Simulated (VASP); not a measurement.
Input of a VASP 6.6.1 run:

The input INCAR:

```
SYSTEM = Ge
PREC = Accurate
ENCUT = 520
EDIFF = 1E-7
ISMEAR = 0
SIGMA = 0.1
LREAL = .FALSE.
LASPH = .TRUE.
NELM = 100
ALGO = Normal
ISIF = 2
LWAVE = .FALSE.
LCHARG = .TRUE.
GGA = PE
LELF = .TRUE.
LVHAR = .TRUE.
NBANDS = 21
```

The input KPOINTS:

```
regular mesh
0
G
  14 14 8
  0 0 0
```

File POSCAR:

```
Ge
1.0
    1.4880529250     -2.5946896100      0.0000000000
    1.4880529250      2.5946896100      0.0000000000
    0.0000000000      0.0000000000      4.7275957900
Ge
2
Direct
    0.6665533700      0.3334466300      0.2500000000
    0.3410927868      0.6595657919      0.7551040743
```

Potentials or basis: VASP PAW PBE potentials, release 64 (Ge_d).

The run is started by

```console
$ cat potpaw_PBE.64/Ge_d/POTCAR > POTCAR
$ mpirun -np 1 vasp_std > vasp.out
```

What does it give for the pressure?

4.4 GPa.

Estimate the largest force.

0.075 eV/Å.

Predict the band gap on the k mesh.

zero (band 14 reaches 13.88 eV, above the bottom of band 15 at 4.37 eV).

Stress tensor (GPa, compression positive):
```
 3.58  0.00  0.00
 0.00  3.59 -0.02
 0.00 -0.02  6.00
```

Caveat: the cell differs from its parent crystal (one atom moved).
